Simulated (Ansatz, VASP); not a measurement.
HgTe in VASP and in Ansatz

INCAR

```
PREC = Accurate ; ENCUT = 520
EDIFF = 1E-8 ; ISMEAR = -1
SIGMA = 0.08 ; LREAL = F
LASPH = T ; NELM = 100
ALGO = Normal ; ISIF = 2
LWAVE = F ; LCHARG = F
GGA = CA ; LEFG = T
NBANDS = 16
```

Contents of KPOINTS:

```
Automatic mesh
0
Gamma
  10 10 10
```

File POSCAR:

```
HgTe
1.0
   -0.0584300000      2.8922850000      2.8922850000
    2.8922850000     -0.0584300000      2.8922850000
    2.8922850000      2.8922850000     -0.0584300000
Hg Te
1 1
Direct
    0.0000000000      0.0000000000      0.0000000000
    0.5000000000      0.5000000000      0.5000000000
```

Input for Ansatz:

```yaml
crystal:
  lattice:
    - [-0.05843, 2.892285, 2.892285]
    - [2.892285, -0.05843, 2.892285]
    - [2.892285, 2.892285, -0.05843]
  atoms:
    - { symbol: Hg, position: [0.0, 0.0, 0.0] }
    - { symbol: Te, position: [0.5, 0.5, 0.5] }
kpoints:
  mp_grid: { grid: [10, 10, 10] }
scf:
  occupations: { method: fermi_dirac, width: 0.08 }
hamiltonian:
  xc: lda
  pseudopotentials: { kind: all_electron, datasets: crystal }
output:
  forces: true
  stress: true
  eigenvalues: true
  efg: { contact_densities: true }
```

Change from the starting cell: equal xy, yz and zx shear strains of -2 %, crystal datasets.

Alike in both runs: task electric field gradients; functional LDA; k mesh 10 × 10 × 10; occupations fermi-dirac, width 0.08 eV; no spin polarisation.

```csv
,VASP,Ansatz
version,VASP 6.6.1,Ansatz 0.2.0
potentials or method,"VASP PAW LDA potentials, release 64 (Hg, Te), cutoff 520 eV","all-electron PAW with datasets made for the crystal, scalar-relativistic"
```

|  | VASP | Ansatz | Ansatz less VASP |
| --- | --- | --- | --- |
| pressure (GPa) | 4.4 | 3.9 | -0.54 |
| traceless stress, the component that is largest in VASP (GPa) | 0.38 | 0.38 | +0.005 |
| size of Vzz on the site where it differs most (V/Å²) | 15.9 | 12.0 | -3.83 |

LDA's correlation is that of Perdew and Zunger in VASP and of Perdew and Wang (1992) in Ansatz. Ansatz ran all-electron here, and VASP with PAW potentials.

Spin-orbit coupling is off throughout.
